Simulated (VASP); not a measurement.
Runs of VASP 6.6.1 on K2Ge. The structure is that of space group P4/mmm (No. 123), or close to it. The cells are those of the table. 

```tsv
task	cell	k mesh	cutoff (eV)	gap on the mesh (eV)	pressure (GPa)
single point	a = 6.094, b = 6.094, c = 3.528 Å, 3 atoms	4 × 4 × 6	520	none	0.0
single point	a = 4.437, b = 4.437, c = 5.591 Å, 3 atoms	4 × 4 × 4	520	none	(a)
single point	a = 6.121, b = 6.121, c = 3.319 Å, 3 atoms	4 × 4 × 4	520	none	0.2
relaxation of cell and atoms	relaxed from a = 4.437, b = 4.437, c = 5.591 Å, 3 atoms	4 × 4 × 4	600	none	0.1
```

Alike in all rows: level PBE; potentials or basis VASP PAW PBE potentials, release 64 (K_sv, Ge_d); no spin polarisation; smearing gaussian 0.1 eV.

Task: Estimate the missing entries.

Result: (a) 1.7.

Caveats: some runs use coarse meshes.

A k mesh can miss the band edges, and the runs leave out spin-orbit coupling on Ge.

A gap of «none» marks levels without a gap at the run's occupations.
